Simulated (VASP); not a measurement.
Input of a VASP 6.6.1 run:

File INCAR:

```
SYSTEM = TaSi
PREC     = Accurate       ! precision mode
ENCUT    = 500            ! plane-wave cutoff, eV
EDIFF    = 1E-6           ! SCF threshold, eV
ISMEAR   = -1             ! smearing method
SIGMA    = 0.1            ! smearing width, eV
LREAL    = .False.        ! projectors in reciprocal space
LASPH    = .True.         ! aspherical terms in the spheres
NELM     = 120            ! most SCF steps
ALGO     = Normal         ! electronic algorithm
ISIF     = 2              ! what is computed and relaxed
LWAVE    = .False.        ! write WAVECAR
LCHARG   = .False.        ! write CHGCAR
GGA      = PE             ! functional
NBANDS   = 25             ! bands
GGA_COMPAT= .False.
```

KPOINTS

```
regular mesh
0
Gamma
  12 12 7
  0 0 0
```

Contents of POSCAR:

```
TaSi
1.0
    2.3088115909      0.0000000000      0.0000000000
   -1.1544057955      1.9994894903      0.0000000000
    0.0000000000      0.0000000000      7.1839841334
Ta Si
2 2
Direct
    0.0000000000      0.0000000000      0.0000000000
    0.0000000000      0.0000000000      0.5000000000
    0.3333333333      0.6666666667      0.2500000000
    0.6666666667      0.3333333333      0.7500000000
```

Potentials or basis: VASP PAW PBE potentials, release 64 (Ta_sv_GW, Si).

Run with:

```bash
$ cat potpaw_PBE.64/Ta_sv_GW/POTCAR potpaw_PBE.64/Si/POTCAR > POTCAR
$ mpirun -np 1 vasp_std > vasp.out
```

Task: Predict the band gap on the k mesh.

Result: Zero (bands 17 and 18 overlap by 4.09 eV).

Task: Estimate the pressure.

Result: 431.9 GPa.

Stress tensor (GPa, compression positive):
```
431.89   0.00   0.00
  0.00 431.89   0.00
  0.00   0.00 431.79
```

Caveat: the cell stands under pressure; spin-orbit coupling is left out, which moves the levels of the heavy elements.
